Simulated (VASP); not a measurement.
Write the native input for VASP 6.6.1 that does the following.

```yaml
Task: single point
Functional: PBE
Potentials_or_basis: VASP PAW PBE potentials, release 64 (Ag)
Cutoff: 520 eV
k_mesh: 24 × 24 × 24
Occupations: gaussian, width 0.15 eV
Spin: no spin polarisation
Dipole_correction: no
Further_INCAR_settings: ALGO = Fast; EDIFF = 1e-07; NBANDS = 12
```

The structure of Ag lies in POSCAR:

```
Ag
1.0
    0.0000000000      2.0424917635      2.0735956990
    2.1046996345      0.0000000000      2.0735956990
    2.1046996345      2.0424917635      0.0000000000
Ag
1
Direct
    0.0000000000      0.0000000000      0.0000000000
```

This cell differs from its parent crystal: strain +0.0150 x Voigt [1, -1, 0, 0, 0, 0].

One way to write it, as run:

INCAR

```
ALGO = Fast ; EDIFF = 1E-7
ENCUT = 520 ; GGA = PE
ISIF = 2 ; ISMEAR = 0
LASPH = T ; LCHARG = F
LREAL = F ; LWAVE = F
NBANDS = 12 ; NELM = 80
PREC = Accurate ; SIGMA = 0.15
```

KPOINTS

```
k-points
0
Gamma
  24 24 24
```

Potentials or basis: VASP PAW PBE potentials, release 64 (Ag).

Run with:

```sh
$ cat potpaw_PBE.64/Ag/POTCAR > POTCAR
$ mpirun -np 1 vasp_std > vasp.out
```

It gave:

| Item | Value |
| --- | --- |
| Pressure | -0.1 GPa |

Caveat: the cell differs from its parent crystal (strain +0.0150 x Voigt [1, -1, 0, 0, 0, 0]).

It took 18 min on 1 thread of AMD EPYC 7R13 (shared host), peak memory 0.47 GiB.
